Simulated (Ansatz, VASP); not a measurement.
**One calculation of Cd, two programs**

```
Cd
1.0
     0.00000    2.35331    2.17846
     2.35331    0.00000    2.17846
     2.35331    2.35331    0.00000
Cd
1
Direct
  0.00000 0.00000 0.00000
```

Alike in both runs: task single point; functional PBE; k mesh 18 × 18 × 18; occupations gaussian, width 0.15 eV; no spin polarisation.

|  | VASP | Ansatz |
| --- | --- | --- |
| version | VASP 6.6.1 | Ansatz 0.2.0 |
| potentials or method | VASP PAW PBE potentials, release 64 (Cd), cutoff 520 eV | scalar-relativistic, plane waves, PAW |
| valence electrons in the cell | 12 | 20 |

Ansatz gave:

```
gap on the k mesh at the Fermi level (eV)                     : none
pressure (GPa)                                                : -1.9
traceless stress, the component that is largest in VASP (GPa) : 0.88
```

Q: What did VASP give for the same quantities?

A: gap on the k mesh at the Fermi level (eV): none; pressure (GPa): -1.7; traceless stress, the component that is largest in VASP (GPa): 0.89.

A gap of «none» marks a metal or a gap that the smearing closes. With one functional, cell and mesh, what is left measures potentials, basis and numerics. VASP's potentials hold 12 valence electrons a cell and Ansatz's 20, so a difference there can come from the potentials and not from the codes.
